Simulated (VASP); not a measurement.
Set up this calculation in VASP 6.6.1, as the native input.

- Task: single point
- Functional: r2SCAN
- Potentials or basis: VASP PAW PBE potentials, release 64 (Cl)
- Cutoff: 520 eV
- k mesh: 8 × 8 × 4
- Occupations: gaussian, width 0.01 eV
- Spin: no spin polarisation
- Dipole correction: no
- Further INCAR settings: ALGO = Normal; EDIFF = 1e-06; NBANDS = 22

Cl:

```xyz
4
Lattice="3.2709 -2.1008 0.0000 3.2709 2.1008 0.0000 0.0000 0.0000 8.1466" Properties=species:S:1:pos:R:3 pbc="T T T"
Cl    3.2709   -1.5837    4.9373
Cl    3.2709    1.5837    3.2092
Cl    3.2709   -0.5171    0.8641
Cl    3.2709    0.5171    7.2825
```

This cell differs from its parent crystal: biaxial xy strain +4.7%.

These files were run (other wordings do the same):

POSCAR

```
Cl
1.0
    3.2708731548     -2.1007828437      0.0000000000
    3.2708731548      2.1007828437      0.0000000000
    0.0000000000      0.0000000000      8.1465598679
Cl
4
Direct
    0.8769287276      0.1230712724      0.6060634690
    0.1230712724      0.8769287276      0.3939365310
    0.6230712724      0.3769287276      0.1060634690
    0.3769287276      0.6230712724      0.8939365310
```

INCAR.step1

```
SYSTEM = Cl
PREC = Accurate
ENCUT = 520
ISMEAR = 0
SIGMA = 0.01
LREAL = .FALSE.
LASPH = .TRUE.
NELM = 100
NBANDS = 22
GGA = PE
ALGO = Normal
EDIFF = 1E-4
LWAVE = .TRUE.
LCHARG = .FALSE.
```

INCAR.step2

```
SYSTEM = Cl
PREC = Accurate
ENCUT = 520
EDIFF = 1E-6
ISMEAR = 0
SIGMA = 0.01
LREAL = .FALSE.
LASPH = .TRUE.
NELM = 100
ALGO = Normal
ISIF = 2
LWAVE = .FALSE.
LCHARG = .FALSE.
METAGGA = R2SCAN
LMIXTAU = .TRUE.
NBANDS = 22
ISTART = 1
```

KPOINTS

```
regular mesh
0
G
  8 8 4
  0 0 0
```

Potentials or basis: VASP PAW PBE potentials, release 64 (Cl).

Command:

```sh
$ cat potpaw_PBE.64/Cl/POTCAR > POTCAR
$ cp INCAR.step1 INCAR
$ mpirun -np 1 vasp_std > vasp.out
$ cp INCAR.step2 INCAR
$ mpirun -np 1 vasp_std > vasp.out
```

It gave:

The pressure is -0.5 GPa and the largest force is 0.230 eV/Å. The band gap on the k mesh is 2.78 eV.

Caveat: the cell differs from its parent crystal (biaxial xy strain +4.7%); the PAW data sets were made with another functional, which shifts forces and pressure a little.

Run time: 5.2 min on 1 thread of AMD EPYC 9R45 96-Core Processor (Zen 5), on a shared host, peak memory 0.26 GiB.
